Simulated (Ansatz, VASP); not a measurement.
TiO2 in VASP and in Ansatz

```
Ti O
1.0
     2.70603   -2.70666    0.00000
     2.70603    2.70666    0.00000
    -2.63353    0.00000    4.60477
Ti O
2 4
Direct
  0.86589 0.13411 0.75000
  0.13411 0.86589 0.25000
  0.08876 0.33122 0.16715
  0.91124 0.66878 0.83285
  0.66878 0.91124 0.33285
  0.33122 0.08876 0.66715
```

Alike in both runs: task single point; functional PBE; k mesh 6 × 6 × 5; occupations fermi-dirac, width 0.05 eV; no spin polarisation.

```csv
,VASP,Ansatz
version,VASP 6.6.1,Ansatz 0.2.0
potentials or method,"VASP PAW PBE potentials, release 64 (Ti_sv, O)",Ansatz PAW
plane-wave cutoff (eV),520,420
valence electrons in the cell,48,48
```

Ansatz gave:

* gap on the k mesh at the Fermi level (eV): 2.14
* least direct gap on the mesh (eV): 2.45
* pressure (GPa): 8.2
* traceless stress, the component that is largest in VASP (GPa): 8.55
* rms of the force components (eV/Å): 0.339

Question: Which values does VASP return?

Answer: gap on the k mesh at the Fermi level (eV): 2.12; least direct gap on the mesh (eV): 2.43; pressure (GPa): 8.9; traceless stress, the component that is largest in VASP (GPa): 8.80; rms of the force components (eV/Å): 0.357.

Atom by atom the forces differ by 0.019 eV/Å (rms over components). With one functional, cell and mesh, what is left measures potentials, basis and numerics.

Noted on Ansatz's run: odd divisions of the mesh miss points on the zone boundary, where band edges often lie, so the gap on the mesh can be too wide.
